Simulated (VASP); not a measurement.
# P (R-3m) in VASP: a series of runs

The runs below take P through single point, relaxation of volume and atoms at fixed shape, with PBEsol.

All numbers are computed with VASP 6.6.1; they aren't measurements. Logs are shortened: lines on timing, memory, paths and dates and some standing lists are left out, and cuts for length are marked.

### 1 The cell of the first run

It takes space group R-3m (No. 166, trigonal). The conventional cell has a = 3.413 Å, b = 3.413 Å, c = 9.283 Å, α = 90.00°, β = 90.00°, γ = 120.00°. Within 3.0 Å of P (site symmetry 3m) lie 6 P at 2.28 to 2.77 Å.

### 2 Single point, PBEsol

The input, INCAR:

```
SYSTEM = P
PREC = Accurate
ENCUT = 500
EDIFF = 1E-6
ISMEAR = -1
SIGMA = 0.05
LREAL = .False.
LASPH = .True.
NELM = 120
ALGO = Normal
ISIF = 2
LWAVE = .False.
LCHARG = .False.
GGA = PS
NBANDS = 12
GGA_COMPAT = .False.
```

The input, KPOINTS:

```
regular mesh
0
Gamma
  6 6 6
  0 0 0
```

The input, POSCAR:

```
P
1.0
    1.7063041852      0.9851351807      3.0944594779
   -1.7063041852      0.9851351807      3.0944594779
    0.0000000000     -1.9702703613      3.0944594779
P
2
Direct
    0.2288461887      0.2288461887      0.2288461887
    0.7711538113      0.7711538113      0.7711538113
```

Potentials or basis: VASP PAW PBE potentials, release 64 (P).

Command:

```bash
cat potpaw_PBE.64/P/POTCAR > POTCAR
mpirun -np 1 vasp_std > vasp.out
```

OUTCAR:

```text
SYSTEM = P
   PREC = Accurate
   ENCUT = 500
   EDIFF = 1E-6
   ISMEAR = -1
   LREAL = .False.
   LASPH = .True.
   NELM = 120
   ISIF = 2
   GGA = PS

 ion  position               nearest neighbor table
   1  0.229  0.229  0.229-   2 2.28   2 2.28   2 2.28   2 2.77   2 2.77   2 2.77
   2  0.771  0.771  0.771-   1 2.28   1 2.28   1 2.28   1 2.77   1 2.77   1 2.77

  LATTYP: Found a trigonal (rhomboedric) cell.
 ALAT       =     3.6684662677
 COS(alpha) =     0.5673129994

  Lattice vectors:

 A1 = (   1.7063041852,   0.9851351807,   3.0944594779)
 A2 = (  -1.7063041852,   0.9851351807,   3.0944594779)
 A3 = (   0.0000000000,  -1.9702703613,   3.0944594779)

Analysis of symmetry for initial positions (statically):
=====================================================================
 Subroutine PRICEL returns:
 Original cell was already a primitive cell.

 Routine SETGRP: Setting up the symmetry group for a
 trigonal (rhombohedral) supercell.

 Subroutine GETGRP returns: Found 12 space group operations
 (whereof 12 operations were pure point group operations)
 out of a pool of 12 trial point group operations.

The static configuration has the point symmetry D_3d.

Analysis of symmetry for dynamics (positions and initial velocities):
=====================================================================
 Subroutine PRICEL returns:
 Original cell was already a primitive cell.

 Routine SETGRP: Setting up the symmetry group for a
 trigonal (rhombohedral) supercell.

 Subroutine GETGRP returns: Found 12 space group operations
 (whereof 12 operations were pure point group operations)
 out of a pool of 12 trial point group operations.

The dynamic configuration has the point symmetry D_3d.

 Subroutine INISYM returns: Found 12 space group operations
 (whereof 12 operations are pure point group operations),
 and found     1 'primitive' translations

----------------------------------------------------------------------------------------

                                     Primitive cell

  volume of cell :      31.2096

  direct lattice vectors                    reciprocal lattice vectors
     1.706304185  0.985135181  3.094459478     0.293030987  0.169181519  0.107719405
    -1.706304185  0.985135181  3.094459478    -0.293030987  0.169181519  0.107719405
     0.000000000 -1.970270361  3.094459478     0.000000000 -0.338363039  0.107719405

  length of vectors
     3.668466268  3.668466268  3.668466268     0.355095785  0.355095785  0.355095785

  position of ions in fractional coordinates (direct lattice)
     0.228846189  0.228846189  0.228846189
     0.771153811  0.771153811  0.771153811

  ion indices of the primitive-cell ions
   primitive index   ion index
                 1           1
                 2           2

----------------------------------------------------------------------------------------

 KPOINTS: regular mesh

Automatic generation of k-mesh.
 Grid dimensions read from file:
 generate k-points for:    6    6    6

 Generating k-lattice:

  Cartesian coordinates                     Fractional coordinates (reciprocal lattice)
     0.048838498  0.028196920  0.017953234     0.166666667  0.000000000  0.000000000
    -0.048838498  0.028196920  0.017953234     0.000000000  0.166666667  0.000000000
     0.000000000 -0.056393840  0.017953234     0.000000000  0.000000000  0.166666667

  Length of vectors
     0.059182631  0.059182631  0.059182631

  Shift w.r.t. Gamma in fractional coordinates (k-lattice)
     0.000000000  0.000000000  0.000000000

 Subroutine IBZKPT returns following result:
 ===========================================

 Found     32 irreducible k-points:

 Following reciprocal coordinates:
            Coordinates               Weight
  0.000000  0.000000  0.000000      1.000000
  0.166667 -0.000000 -0.000000      6.000000
  0.333333  0.000000 -0.000000      6.000000
  0.500000 -0.000000  0.000000      3.000000
  0.166667  0.166667  0.000000      6.000000
  0.333333  0.166667  0.000000     12.000000
[... 16 lines left out ...]
  0.500000  0.500000  0.166667      6.000000
 -0.333333  0.500000  0.166667     12.000000
 [... further k-points ...]
   k-points           NKPTS =     32   k-points in BZ     NKDIM =     32   number of bands    NBANDS=     12
   number of dos      NEDOS =    301   number of ions     NIONS =      2
   total plane-waves  NPLWV =  21952
   dimension x,y,z NGX =    28 NGY =   28 NGZ =   28
   dimension x,y,z NGXF=    56 NGYF=   56 NGZF=   56
   ions per type =               2
   NGX,Y,Z   is equivalent  to a cutoff of  12.69, 12.69, 12.69 a.u.
   NGXF,Y,Z  is equivalent  to a cutoff of  25.38, 25.38, 25.38 a.u.
 SYSTEM =  P
   PREC   = accura    normal or accurate (medium, high low for compatibility)
   ISTART =      0    job   : 0-new  1-cont  2-samecut
   ICHARG =      2    charge: 1-file 2-atom 10-const
   ISPIN  =      1    spin polarized calculation?
   LNONCOLLINEAR =      F non collinear calculations
   LSORBIT =      F    spin-orbit coupling
   LASPH  =      T    aspherical Exc in radial PAW
   ENCUT  =  500.0 eV  36.75 Ry    6.06 a.u.   6.69  6.69  6.69*2*pi/ulx,y,z
   NELM   =    120;   NELMIN=  2; NELMDL= -5     # of ELM steps
   EDIFF  = 0.1E-05   stopping-criterion for ELM
   LREAL  =      F    real-space projection
   EDIFFG = 0.1E-04   stopping-criterion for IOM
   NSW    =      0    number of steps for IOM
   IBRION =     -1    ionic relax: 0-MD 1-quasi-New 2-CG
   NFREE  =      0    steps in history (QN), initial steepest desc. (CG)
   ISIF   =      2    stress and relaxation
   ISYM   =      2    0-nonsym 1-usesym 2-fastsym
   POTIM  = 0.5000    time-step for ionic-motion
   TEBEG  =    0.0;   TEEND  =   0.0 temperature during run
   PSTRESS=    0.0 pullay stress
   NELECT =      10.0000    total number of electrons
   NUPDOWN=      -1.0000    fix difference up-down
   EMIN   =  10.00;   EMAX   =-10.00  energy-range for DOS
   EFERMI =   0.00;   METHOD = LEGACY
   ISMEAR =    -1;   SIGMA  =   0.05  broadening in eV -4-tet -1-fermi 0-gaus
   EFERMI_NEDOS =   21; number of points for ismear=-14 and -15
   IALGO  =     38    algorithm
   IMIX   =      4    mixing-type and parameters
     AMIX     =   0.40;   BMIX     =  1.00
     AMIX_MAG =   1.60;   BMIX_MAG =  1.00
  volume/ion in A,a.u.               =      15.60       105.31
  Fermi-wavevector in a.u.,A,eV,Ry     =   1.120243  2.116951 17.074540  1.254943
  Thomas-Fermi vector in A             =   2.256888
   LORBIT       =      0    0 simple, 1 ext, 2 COOP (PROOUT), +10 PAW based schemes
   GGA     = PS    functional components
   LHFCALC =     F    Hartree Fock is set to
   AEXX    =    0.0000 exact exchange contribution
   IVDW    =     0    specifies the selected vdW correction
   LEPSILON=     F    determine dielectric tensor
   LRPA    =     F    only Hartree local field effects (RPA)
 non-spin polarized calculation
  energy-cutoff  :      500.00
  volume of cell :       31.21
 maximum number of plane-waves:       804
   NGX = 13   NGY = 13   NGZ = 13

 number of electron      10.0000000 magnetization

 Free energy of the ion-electron system (eV)
  ---------------------------------------------------
  ext. energy  EPLUGINS =         0.00000000
  ---------------------------------------------------
  free energy    TOTEN  =       -11.59383930 eV

  energy without entropy =      -11.59111420  energy(sigma->0) =      -11.59247675

 E-fermi :   9.4290     XC(G=0): -11.0299

 val. band max:        9.3078341221   @ k =   0.5000   0.5000   0.0000
 cond. band min:       9.5430654783   @ k =   0.5000  -0.0000   0.0000
 fundamental gap:      0.2352313562
 Fermi energy:         9.4290025529

 k-point     1 :       0.0000    0.0000    0.0000
  band No.  band energies     occupation
      1      -7.4418      2.00000
      2       6.0011      2.00000
      3       6.0205      2.00000
      4       6.5535      2.00000
      5       6.5535      2.00000
      6      10.9054      0.00000
      7      12.1540      0.00000
      8      12.1540      0.00000
      9      15.0461      0.00000
     10      15.0461      0.00000
     11      16.2882      0.00000
     12      16.3661      0.00000

 k-point     2 :       0.1667   -0.0000   -0.0000
  band No.  band energies     occupation
      1      -6.9775      2.00000
      2       3.2096      2.00000
      3       5.8900      2.00000
      4       6.2406      2.00000
      5       7.7047      2.00000
      6      11.2408      0.00000
      7      11.6517      0.00000
      8      11.9643      0.00000
      9      13.9150      0.00000
     10      14.7002      0.00000
     11      14.9230      0.00000
     12      19.2576      0.00000

 k-point     3 :       0.3333    0.0000   -0.0000
  band No.  band energies     occupation
      1      -5.6095      2.00000
      2      -0.2220      2.00000
      3       5.7837      2.00000
      4       5.7952      2.00000
      5       8.3961      2.00000
      6       9.7915      0.00142
      7      10.2463      0.00000
      8      10.3632      0.00000
      9      15.7746      0.00000
     10      17.0870      0.00000
     11      17.3370      0.00000
     12      22.9331      0.00000
[... 286 lines left out ...]
 k-point    23 :       0.5000    0.5000    0.1667
  band No.  band energies     occupation
      1      -4.2722      2.00000
      2      -0.1355      2.00000
      3       1.4947      2.00000
      4       4.2942      2.00000
      5       5.4724      2.00000
      6      10.5227      0.00000
      7      13.8275      0.00000
      8      16.2267      0.00000
      9      16.7205      0.00000
     10      20.1167      0.00000
     11      20.5125      0.00000
     12      20.5744      0.00000

 k-point    24 :      -0.3333    0.5000    0.1667
  band No.  band energies     occupation
      1      -3.1971      2.00000
      2      -1.1186      2.00000
      3       1.4387      2.00000
      4       2.5581      2.00000
      5       6.6460      2.00000
      6      11.4771      0.00000
      7      12.3873      0.00000
      8      16.4711      0.00000
      9      16.6873      0.00000
     10      18.0356      0.00000
     11      21.1507      0.00000
     12      22.7235      0.00000

 [... further k-points ...]
[... 5 lines left out ...]
  --------------------------------------------------------------------------------------
  -------------------------------------------------------------------------------------
  Total        0.1583086      0.1583086     -0.2962765     -0.0000000     -0.0000000      0.0000000
  in kB        8.1269335      8.1269335    -15.2096561     -0.0000000     -0.0000000      0.0000000
  external PRESSURE =       0.3480703 kB  Pullay stress =       0.0000000 kB

 VOLUME and BASIS-vectors are now :
 -----------------------------------------------------------------------------
  energy-cutoff  :      500.00
  volume of cell :       31.21
      direct lattice vectors                 reciprocal lattice vectors
     1.706304185  0.985135181  3.094459478     0.293030987  0.169181519  0.107719405
    -1.706304185  0.985135181  3.094459478    -0.293030987  0.169181519  0.107719405
     0.000000000 -1.970270361  3.094459478     0.000000000 -0.338363039  0.107719405

 POSITION                                       TOTAL-FORCE (eV/Angst)
 -----------------------------------------------------------------------------------
      0.00000      0.00000      2.12447         0.000000     -0.000000     -0.034488
      0.00000      0.00000      7.15891         0.000000      0.000000      0.034488
 -----------------------------------------------------------------------------------
    total drift:                               -0.000000     -0.000000     -0.000000

  FREE ENERGIE OF THE ION-ELECTRON SYSTEM (eV)
  ---------------------------------------------------
  free  energy   TOTEN  =       -11.5938392982 eV

  energy  without entropy=      -11.5911141974  energy(sigma->0) =      -11.59247675
```

Wall time 5.5 s (1 thread of Intel Xeon 6975P-C (Granite Rapids), shared host); peak memory 0.14 GiB.

Results:

* Free energy: -11.5938 eV
* Pressure: 0.0 GPa
* Largest force: 0.034 eV/Å
* Band gap on the k mesh: zero (bands 5 and 6 overlap by 0.75 eV)

Forces in eV/Å, atoms in the order of the input:
```
P    0.000  0.000 -0.034
P    0.000  0.000  0.034
```

Levels at points of the mesh, in eV from the Fermi level:
```csv
k point,band 3,band 4,band 5,band 6,band 7,band 8
"(0.00, 0.00, 0.00)",-3.41,-2.88,-2.88,1.48,2.72,2.72
"(0.50, 0.00, 0.00)",-3.82,-3.50,-0.97,-0.19,0.11,0.25
"(0.50, 0.50, 0.00)",-7.11,-5.74,-5.55,-0.12,6.29,7.51
"(0.50, 0.50, 0.50)",-2.78,-2.78,-0.29,-0.29,0.33,2.31
```

Caveat: the k points lie up to 0.37 Å⁻¹ apart, too coarse for converged energies and pressures of a metal; the PAW data sets were made with another functional, which shifts forces and pressure a little.

(Part 1 of 2 ends here.)
